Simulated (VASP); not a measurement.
Write the native input for VASP 6.6.1 that does the following.

| Item | Value |
| --- | --- |
| Task | single point |
| Functional | PBEsol |
| Potentials or basis | VASP PAW PBE potentials, release 64 (Pt, Mn_pv) |
| Cutoff | 520 eV |
| k mesh | 11 × 11 × 4 |
| Occupations | fermi-dirac, width 0.05 eV |
| Spin | collinear spin, ferromagnetic start |
| Starting moments | [0.0, 0.0, 4.0] μB |
| Dipole correction | no |
| Further INCAR settings | ALGO = Normal; EDIFF = 1e-07; NBANDS = 28 |

The structure of MnPt2 lies in POSCAR:

```
MnPt2
1.0
    2.7614571854      0.0000000000      0.0000000000
   -1.3807285927      2.3914920740      0.0000000000
    0.0000000000      0.0000000000      6.5327003869
Pt Mn
2 1
Direct
    0.6666666667      0.3333333333      0.3177310347
    0.3333333333      0.6666666667      0.6822689653
    0.0000000000      0.0000000000      0.0000000000
```

These files were run (other wordings do the same):

INCAR

```
PREC     = Accurate       # precision mode
ENCUT    = 520            # plane-wave cutoff, eV
EDIFF    = 1E-7           # SCF threshold, eV
ISMEAR   = -1             # smearing method
SIGMA    = 0.05           # smearing width, eV
LREAL    = False          # projectors in reciprocal space
LASPH    = True           # aspherical terms in the spheres
NELM     = 150            # most SCF steps
ALGO     = Normal         # electronic algorithm
ISIF     = 2              # what is computed and relaxed
LWAVE    = False          # write WAVECAR
LCHARG   = False          # write CHGCAR
ISPIN    = 2              # spin polarisation
MAGMOM   = 0 0 4          # initial moments
LORBIT   = 11             # projections on sites
LMAXMIX  = 4              # l up to which the mixer works
GGA      = PS             # functional
NBANDS   = 28             # bands
```

KPOINTS

```
Automatic mesh
0
Gamma
  11 11 4
```

Potentials or basis: VASP PAW PBE potentials, release 64 (Pt, Mn_pv).

Run with:

```console
$ cat potpaw_PBE.64/Pt/POTCAR potpaw_PBE.64/Mn_pv/POTCAR > POTCAR
$ mpirun -np 1 vasp_std > vasp.out
```

It gave:

The pressure is 2.0 GPa and the largest force is 0.013 eV/Å. The net moment is 4.08 μB per cell and the site moments are Pt +0.23; Mn +3.45 μB. The valence electrons inside the program's atomic spheres are Pt 9.36; Mn 11.65.

Caveat: the PAW data sets were made with another functional, which shifts forces and pressure a little.

Run time: 100 s on 1 thread of AMD EPYC 9R45 96-Core Processor (Zen 5), on a shared host, peak memory 0.24 GiB.
